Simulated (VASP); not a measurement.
Wanted: the native input for a VASP 6.6.1 run.

```
Task                   : electric field gradients
Functional             : PBEsol
Potentials or basis    : VASP PAW PBE potentials, release 64 (Sc_sv, Pd)
Cutoff                 : 520 eV
k mesh                 : 11 × 11 × 11
Occupations            : fermi-dirac, width 0.05 eV
Spin                   : no spin polarisation
Dipole correction      : no
Further INCAR settings : ALGO = Normal; EDIFF = 1e-08; NBANDS = 18
```

The structure of ScPd lies in POSCAR:

```
ScPd
1.0
    2.9977640795      0.0000000000      0.0000000000
    0.0000000000      2.9977640795      0.0000000000
    0.0000000000      0.0000000000      2.9977640795
Sc Pd
1 1
Direct
    0.5000000000      0.5000000000      0.5000000000
    0.0000000000      0.0000000000      0.0000000000
```

This cell differs from its parent crystal: volume scaled by 0.75.

These files were run (other wordings do the same):

INCAR

```
PREC = Accurate
ENCUT = 520
EDIFF = 1E-8
ISMEAR = -1
SIGMA = 0.05
LREAL = F
LASPH = T
NELM = 80
ALGO = Normal
ISIF = 2
LWAVE = F
LCHARG = F
GGA = PS
LEFG = T
NBANDS = 18
```

KPOINTS

```
Automatic mesh
0
Gamma
  11 11 11
```

Potentials or basis: VASP PAW PBE potentials, release 64 (Sc_sv, Pd).

Launch:

```sh
$ cat potpaw_PBE.64/Sc_sv/POTCAR potpaw_PBE.64/Pd/POTCAR > POTCAR
$ mpirun -np 1 vasp_std > vasp.out
```

It gave:

* Pressure: 55.3 GPa

Caveat: without QUAD_EFG the Cq values of the log hold for a quadrupole moment of 1 mb, not for the nuclei; the PAW data sets were made with another functional, which shifts forces and pressure a little.

Run time: 18 s on 1 thread of Intel(R) Xeon(R) Platinum 8259CL CPU @ 2.50GHz (Skylake/Cascade Lake), with other jobs on the host, peak memory 0.15 GiB.
